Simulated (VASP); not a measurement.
# Pb (Fm-3m) in VASP: notebook

The runs below take Pb through single point, with PBEsol.

Everything below comes from runs of VASP 6.6.1. Logs are shortened: lines on timing, memory, paths and dates and some standing lists are left out, and cuts for length are marked.

### Step 1. The cell of the first run

Symmetry: Fm-3m, No. 225, cubic system. The conventional cell has a = 4.661 Å, b = 4.661 Å, c = 4.661 Å, α = 90.00°, β = 90.00°, γ = 90.00°. Pb (site symmetry m-3m) has 12 Pb at 3.30 Å within 4.3 Å.

### Step 2. Single point, PBEsol

INCAR reads:

```
PREC = Accurate
ENCUT = 500
EDIFF = 1E-6
ISMEAR = 0
SIGMA = 0.1
LREAL = F
LASPH = T
NELM = 120
ALGO = Normal
ISIF = 2
LWAVE = F
LCHARG = T
GGA = PS
LELF = T
LVHAR = T
NBANDS = 13
GGA_COMPAT = F
```

KPOINTS reads:

```
Automatic mesh
0
Gamma
  14 14 14
```

POSCAR reads:

```
Pb
1.0
    0.0000000000      2.3302546749      2.3302546749
    2.3302546749      0.0000000000      2.3302546749
    2.3302546749      2.3302546749      0.0000000000
Pb
1
Direct
    0.0000000000      0.0000000000      0.0000000000
```

Potentials or basis: VASP PAW PBE potentials, release 64 (Pb_d).

Command:

```sh
$ cat potpaw_PBE.64/Pb_d/POTCAR > POTCAR
$ mpirun -np 1 vasp_std > vasp.out
```

OUTCAR:

```text
PREC = Accurate
   ENCUT = 500
   EDIFF = 1E-6
   ISMEAR = 0
   LREAL = F
   LASPH = T
   NELM = 120
   ISIF = 2
   GGA = PS

 ion  position               nearest neighbor table
   1  0.000  0.000  0.000-

  LATTYP: Found a face centered cubic cell.
 ALAT       =     4.6605093498

  Lattice vectors:

 A1 = (   0.0000000000,   2.3302546749,   2.3302546749)
 A2 = (   2.3302546749,   0.0000000000,   2.3302546749)
 A3 = (   2.3302546749,   2.3302546749,   0.0000000000)

Analysis of symmetry for initial positions (statically):
=====================================================================
 Subroutine PRICEL returns:
 Original cell was already a primitive cell.

 Routine SETGRP: Setting up the symmetry group for a
 face centered cubic supercell.

 Subroutine GETGRP returns: Found 48 space group operations
 (whereof 48 operations were pure point group operations)
 out of a pool of 48 trial point group operations.

The static configuration has the point symmetry O_h .

Analysis of symmetry for dynamics (positions and initial velocities):
=====================================================================
 Subroutine PRICEL returns:
 Original cell was already a primitive cell.

 Routine SETGRP: Setting up the symmetry group for a
 face centered cubic supercell.

 Subroutine GETGRP returns: Found 48 space group operations
 (whereof 48 operations were pure point group operations)
 out of a pool of 48 trial point group operations.

The dynamic configuration has the point symmetry O_h .

 Subroutine INISYM returns: Found 48 space group operations
 (whereof 48 operations are pure point group operations),
 and found     1 'primitive' translations

----------------------------------------------------------------------------------------

                                     Primitive cell

  volume of cell :      25.3070

  direct lattice vectors                    reciprocal lattice vectors
     0.000000000  2.330254675  2.330254675    -0.214568822  0.214568822  0.214568822
     2.330254675  0.000000000  2.330254675     0.214568822 -0.214568822  0.214568822
     2.330254675  2.330254675  0.000000000     0.214568822  0.214568822 -0.214568822

  length of vectors
     3.295477765  3.295477765  3.295477765     0.371644101  0.371644101  0.371644101

  position of ions in fractional coordinates (direct lattice)
     0.000000000  0.000000000  0.000000000

  ion indices of the primitive-cell ions
   primitive index   ion index
                 1           1

----------------------------------------------------------------------------------------

 KPOINTS: Automatic mesh

Automatic generation of k-mesh.
 Grid dimensions read from file:
 generate k-points for:   14   14   14

 Generating k-lattice:

  Cartesian coordinates                     Fractional coordinates (reciprocal lattice)
    -0.015326344  0.015326344  0.015326344     0.071428571  0.000000000  0.000000000
     0.015326344 -0.015326344  0.015326344     0.000000000  0.071428571  0.000000000
     0.015326344  0.015326344 -0.015326344     0.000000000  0.000000000  0.071428571

  Length of vectors
     0.026546007  0.026546007  0.026546007

  Shift w.r.t. Gamma in fractional coordinates (k-lattice)
     0.000000000  0.000000000  0.000000000

 Subroutine IBZKPT returns following result:
 ===========================================

 Found    104 irreducible k-points:

 Following reciprocal coordinates:
            Coordinates               Weight
  0.000000  0.000000  0.000000      1.000000
  0.071429  0.000000  0.000000      8.000000
  0.142857  0.000000  0.000000      8.000000
  0.214286  0.000000  0.000000      8.000000
  0.285714  0.000000  0.000000      8.000000
  0.357143  0.000000  0.000000      8.000000
[... 16 lines left out ...]
  0.214286  0.142857  0.000000     24.000000
  0.285714  0.142857  0.000000     24.000000
 [... further k-points ...]
   k-points           NKPTS =    104   k-points in BZ     NKDIM =    104   number of bands    NBANDS=     13
   number of dos      NEDOS =    301   number of ions     NIONS =      1
   total plane-waves  NPLWV =  13824
   dimension x,y,z NGX =    24 NGY =   24 NGZ =   24
   dimension x,y,z NGXF=    48 NGYF=   48 NGZF=   48
   ions per type =               1
   NGX,Y,Z   is equivalent  to a cutoff of  12.11, 12.11, 12.11 a.u.
   NGXF,Y,Z  is equivalent  to a cutoff of  24.21, 24.21, 24.21 a.u.
 SYSTEM =  unknown system
   PREC   = accura    normal or accurate (medium, high low for compatibility)
   ISTART =      0    job   : 0-new  1-cont  2-samecut
   ICHARG =      2    charge: 1-file 2-atom 10-const
   ISPIN  =      1    spin polarized calculation?
   LNONCOLLINEAR =      F non collinear calculations
   LSORBIT =      F    spin-orbit coupling
   LASPH  =      T    aspherical Exc in radial PAW
   ENCUT  =  500.0 eV  36.75 Ry    6.06 a.u.   6.01  6.01  6.01*2*pi/ulx,y,z
   NELM   =    120;   NELMIN=  2; NELMDL= -5     # of ELM steps
   EDIFF  = 0.1E-05   stopping-criterion for ELM
   LREAL  =      F    real-space projection
   EDIFFG = 0.1E-04   stopping-criterion for IOM
   NSW    =      0    number of steps for IOM
   IBRION =     -1    ionic relax: 0-MD 1-quasi-New 2-CG
   NFREE  =      0    steps in history (QN), initial steepest desc. (CG)
   ISIF   =      2    stress and relaxation
   ISYM   =      2    0-nonsym 1-usesym 2-fastsym
   POTIM  = 0.5000    time-step for ionic-motion
   TEBEG  =    0.0;   TEEND  =   0.0 temperature during run
   PSTRESS=    0.0 pullay stress
   NELECT =      14.0000    total number of electrons
   NUPDOWN=      -1.0000    fix difference up-down
   EMIN   =  10.00;   EMAX   =-10.00  energy-range for DOS
   EFERMI =   0.00;   METHOD = LEGACY
   ISMEAR =     0;   SIGMA  =   0.10  broadening in eV -4-tet -1-fermi 0-gaus
   EFERMI_NEDOS =   21; number of points for ismear=-14 and -15
   IALGO  =     38    algorithm
   IMIX   =      4    mixing-type and parameters
     AMIX     =   0.40;   BMIX     =  1.00
     AMIX_MAG =   1.60;   BMIX_MAG =  1.00
  volume/ion in A,a.u.               =      25.31       170.78
  Fermi-wavevector in a.u.,A,eV,Ry     =   1.343912  2.539625 24.573470  1.806099
  Thomas-Fermi vector in A             =   2.471948
   LORBIT       =      0    0 simple, 1 ext, 2 COOP (PROOUT), +10 PAW based schemes
   GGA     = PS    functional components
   LHFCALC =     F    Hartree Fock is set to
   AEXX    =    0.0000 exact exchange contribution
   IVDW    =     0    specifies the selected vdW correction
   LEPSILON=     F    determine dielectric tensor
   LRPA    =     F    only Hartree local field effects (RPA)
 non-spin polarized calculation
 Gauss-broadening in eV      SIGMA  =   0.10
  energy-cutoff  :      500.00
  volume of cell :       25.31
 maximum number of plane-waves:       654
   NGX = 13   NGY = 13   NGZ = 13

 number of electron      13.9999996 magnetization

 Free energy of the ion-electron system (eV)
  ---------------------------------------------------
  ext. energy  EPLUGINS =         0.00000000
  ---------------------------------------------------
  free energy    TOTEN  =        -3.84648211 eV

  energy without entropy =       -3.84317811  energy(sigma->0) =       -3.84483011

 E-fermi :   9.4334     XC(G=0): -11.2410

 val. band max:        9.4225409976   @ k =   0.4286   0.2857   0.1429
 cond. band min:       9.4753288157   @ k =  -0.4286   0.3571   0.1429
 fundamental gap:      0.0527878181
 Fermi energy:         9.4333877392

 k-point     1 :       0.0000    0.0000    0.0000
  band No.  band energies     occupation
      1      -7.8696      2.00000
      2      -7.8696      2.00000
      3      -7.8696      2.00000
      4      -7.6265      2.00000
      5      -7.6265      2.00000
      6      -3.8338      2.00000
      7      18.2078      0.00000
      8      18.2078      0.00000
      9      18.2078      0.00000
     10      19.1179      0.00000
     11      22.9475      0.00000
     12      23.2524      0.00000
     13      23.2524      0.00000

 k-point     2 :       0.0714    0.0000    0.0000
  band No.  band energies     occupation
      1      -7.8713      2.00000
      2      -7.8571      2.00000
      3      -7.8571      2.00000
      4      -7.6278      2.00000
      5      -7.6278      2.00000
      6      -3.7160      2.00000
      7      16.7920      0.00000
      8      18.0669      0.00000
      9      18.0669      0.00000
     10      19.0415      0.00000
     11      23.1621      0.00000
     12      23.4850      0.00000
     13      23.4850      0.00000

 k-point     3 :       0.1429    0.0000    0.0000
  band No.  band energies     occupation
      1      -7.8787      2.00000
      2      -7.8288      2.00000
      3      -7.8288      2.00000
      4      -7.6248      2.00000
      5      -7.6248      2.00000
      6      -3.3592      2.00000
      7      14.2497      0.00000
      8      17.7026      0.00000
      9      17.7026      0.00000
     10      18.9938      0.00000
     11      22.9932      0.00000
     12      23.8958      0.00000
     13      23.8958      0.00000

 k-point     4 :       0.2143    0.0000    0.0000
  band No.  band energies     occupation
      1      -7.8947      2.00000
      2      -7.8098      2.00000
      3      -7.8098      2.00000
      4      -7.5975      2.00000
      5      -7.5975      2.00000
      6      -2.7580      2.00000
      7      11.6412      0.00000
      8      17.2267      0.00000
      9      17.2267      0.00000
     10      18.9347      0.00000
     11      22.1839      0.00000
     12      23.1692      0.00000
     13      23.1692      0.00000

 k-point     5 :       0.2857    0.0000    0.0000
  band No.  band energies     occupation
      1      -7.9186      2.00000
      2      -7.8152      2.00000
      3      -7.8152      2.00000
      4      -7.5389      2.00000
      5      -7.5389      2.00000
      6      -1.9153      2.00000
      7       9.1712      1.99979
      8      16.7382      0.00000
      9      16.7382      0.00000
     10      18.8476      0.00000
     11      21.4432      0.00000
     12      22.5159      0.00000
     13      22.5159      0.00000
[... 257 lines left out ...]
 k-point    22 :       0.1429    0.1429    0.0000
  band No.  band energies     occupation
      1      -7.9259      2.00000
      2      -7.7783      2.00000
      3      -7.7783      2.00000
      4      -7.6894      2.00000
      5      -7.5880      2.00000
      6      -3.2025      2.00000
      7      15.7561      0.00000
      8      16.0486      0.00000
      9      16.0486      0.00000
     10      18.2458      0.00000
     11      20.5115      0.00000
     12      25.1638      0.00000
     13      25.2340      0.00000

 k-point    23 :       0.2143    0.1429    0.0000
  band No.  band energies     occupation
      1      -7.9447      2.00000
      2      -7.7521      2.00000
      3      -7.7394      2.00000
      4      -7.7030      2.00000
      5      -7.5622      2.00000
      6      -2.7637      2.00000
      7      13.4957      0.00000
      8      15.3669      0.00000
      9      15.9723      0.00000
     10      18.4786      0.00000
     11      19.4970      0.00000
     12      24.9650      0.00000
     13      25.5204      0.00000

 k-point    24 :       0.2857    0.1429    0.0000
  band No.  band energies     occupation
      1      -7.9509      2.00000
      2      -7.7768      2.00000
      3      -7.7256      2.00000
      4      -7.6629      2.00000
      5      -7.5124      2.00000
      6      -2.0825      2.00000
      7      11.0278      0.00000
      8      14.8582      0.00000
      9      15.4066      0.00000
     10      18.1870      0.00000
     11      20.2032      0.00000
     12      24.6707      0.00000
     13      25.0790      0.00000

 [... further k-points ...]

------------------------ aborting loop because EDIFF is reached ----------------------------------------

  FORCE on cell =-STRESS in cart. coord.  units (eV):
  Direction    XX          YY          ZZ          XY          YZ          ZX
  --------------------------------------------------------------------------------------
  -------------------------------------------------------------------------------------
  Total        1.9607458      1.9607458      1.9607458      0.0000000     -0.0000000      0.0000000
  in kB      124.1342761    124.1342761    124.1342761      0.0000000     -0.0000000      0.0000000
  external PRESSURE =     124.1342761 kB  Pullay stress =       0.0000000 kB

 VOLUME and BASIS-vectors are now :
 -----------------------------------------------------------------------------
  energy-cutoff  :      500.00
  volume of cell :       25.31
      direct lattice vectors                 reciprocal lattice vectors
     0.000000000  2.330254675  2.330254675    -0.214568822  0.214568822  0.214568822
     2.330254675  0.000000000  2.330254675     0.214568822 -0.214568822  0.214568822
     2.330254675  2.330254675  0.000000000     0.214568822  0.214568822 -0.214568822

 POSITION                                       TOTAL-FORCE (eV/Angst)
 -----------------------------------------------------------------------------------
      0.00000      0.00000      0.00000         0.000000      0.000000      0.000000
 -----------------------------------------------------------------------------------
    total drift:                               -0.000000      0.000000      0.000000

  FREE ENERGIE OF THE ION-ELECTRON SYSTEM (eV)
  ---------------------------------------------------
  free  energy   TOTEN  =        -3.8464821071 eV

  energy  without entropy=       -3.8431781132  energy(sigma->0) =       -3.84483011
```

Run time: 7.6 s. Hardware: 1 thread of Intel Xeon 6975P-C (Granite Rapids), shared host; peak memory 0.15 GiB.

Results:

```
Free energy            : -3.8465 eV
Pressure               : 12.4 GPa
Band gap on the k mesh : zero (bands 7 and 8 overlap by 10.83 eV)
```

Caveat: the cell stands under pressure; the PAW data sets were made with another functional, which shifts forces and pressure a little; spin-orbit coupling is left out, which moves the levels of the heavy elements.

### Step 3. Single point, PBEsol

This run uses another cell than the first one, of 22.90 Å³/atom.

INCAR reads:

```
SYSTEM = Pb
PREC = Accurate
ENCUT = 500
EDIFF = 1E-6
ISMEAR = 0
SIGMA = 0.1
LREAL = .FALSE.
LASPH = .TRUE.
NELM = 120
ALGO = Normal
ISIF = 2
LWAVE = .FALSE.
LCHARG = .FALSE.
GGA = PS
NBANDS = 13
GGA_COMPAT = .FALSE.
```

KPOINTS reads:

```
Automatic mesh
0
G
  16 16 16
  0 0 0
```

POSCAR reads:

```
Pb
1.0
    0.0000000000      2.2538421665      2.2538421665
    2.2538421665      0.0000000000      2.2538421665
    2.2538421665      2.2538421665      0.0000000000
Pb
1
Direct
    0.0000000000      0.0000000000      0.0000000000
```

Potentials or basis: VASP PAW PBE potentials, release 64 (Pb_d).

Command:

```sh
$ cat potpaw_PBE.64/Pb_d/POTCAR > POTCAR
$ mpirun -np 1 vasp_std > vasp.out
```

It took 9.3 s on 1 thread of Intel Xeon 6975P-C (Granite Rapids), shared host; peak memory 0.16 GiB.

The run converged. Its results:

* Free energy: -3.5743 eV
* Pressure: 24.9 GPa
* Band gap on the k mesh: zero (bands 7 and 8 overlap by 11.98 eV)

Levels at points of the mesh, in eV from the Fermi level:
```tsv
k point	band 3	band 4	band 5	band 6	band 7	band 8	band 9	band 10	band 11	band 12
(0.00, 0.00, 0.00)	-17.56	-17.23	-17.23	-14.24	9.54	9.54	9.54	9.56	14.66	14.67
(0.50, 0.00, 0.00)	-17.54	-16.94	-16.94	-8.60	-6.01	7.05	7.05	9.04	12.23	12.93
(0.50, 0.50, 0.00)	-16.96	-16.87	-16.87	-6.44	-4.76	2.12	2.12	6.25	7.57	19.60
```

Caveat: the cell stands under pressure; the PAW data sets were made with another functional, which shifts forces and pressure a little; spin-orbit coupling is left out, which moves the levels of the heavy elements.

### Step 4. Single point, PBEsol

This run uses another cell than the first one, of 23.95 Å³/atom.

INCAR reads:

```
PREC = Accurate
ENCUT = 500
EDIFF = 1E-6
ISMEAR = 0
SIGMA = 0.1
LREAL = F
LASPH = T
NELM = 120
ALGO = Normal
ISIF = 2
LWAVE = F
LCHARG = F
GGA = PS
NBANDS = 13
GGA_COMPAT = F
```

KPOINTS reads:

```
regular mesh
0
Gamma
  16 16 16
```

POSCAR reads:

```
Pb
1.0
    0.0000000000      2.2878876735      2.2878876735
    2.2878876735      0.0000000000      2.2878876735
    2.2878876735      2.2878876735      0.0000000000
Pb
1
Direct
    0.0000000000      0.0000000000      0.0000000000
```

Command:

```sh
$ cat potpaw_PBE.64/Pb_d/POTCAR > POTCAR
$ mpirun -np 1 vasp_std > vasp.out
```

It took 10 s on 1 thread of Intel Xeon 6975P-C (Granite Rapids), shared host; peak memory 0.16 GiB.

Results (log left out):

- Free energy: -3.7174 eV
- Pressure: 18.6 GPa
- Band gap on the k mesh: zero (bands 7 and 8 overlap by 11.53 eV)

Levels at points of the mesh, in eV from the Fermi level:
```tsv
k point	band 3	band 4	band 5	band 6	band 7	band 8	band 9	band 10	band 11	band 12
(0.00, 0.00, 0.00)	-17.42	-17.14	-17.14	-13.77	9.21	9.21	9.21	9.64	14.17	14.29
(0.50, 0.00, 0.00)	-17.41	-16.88	-16.88	-8.52	-5.68	6.82	6.82	9.12	11.74	12.63
(0.50, 0.50, 0.00)	-16.90	-16.81	-16.81	-6.48	-4.48	2.13	2.13	6.09	7.40	19.41
```

Caveat: the cell stands under pressure; the PAW data sets were made with another functional, which shifts forces and pressure a little; spin-orbit coupling is left out, which moves the levels of the heavy elements.

### Step 5. The runs side by side

| cell | k mesh | gap on the mesh (eV) | pressure (GPa) |
| --- | --- | --- | --- |
| a = 3.295 Å, angles 60.0°, 1 atom | 14 × 14 × 14 | none | 12.4 |
| a = 3.187 Å, angles 60.0°, 1 atom | 16 × 16 × 16 | none | 24.9 |
| a = 3.236 Å, angles 60.0°, 1 atom | 16 × 16 × 16 | none | 18.6 |

Alike in all rows: task single point; level PBEsol; potentials or basis VASP PAW PBE potentials, release 64 (Pb_d); no spin polarisation; cutoff (eV) 500; smearing gaussian 0.1 eV.

Caveats: the cell stands under pressure; the PAW data sets were made with another functional, which shifts forces and pressure a little; spin-orbit coupling is left out, which moves the levels of the heavy elements.

Total energies depend on the potentials used, so only differences within one code and one set of settings carry meaning.

The gap in the log of VASP goes by the Fermi energy; the results here count the filled bands.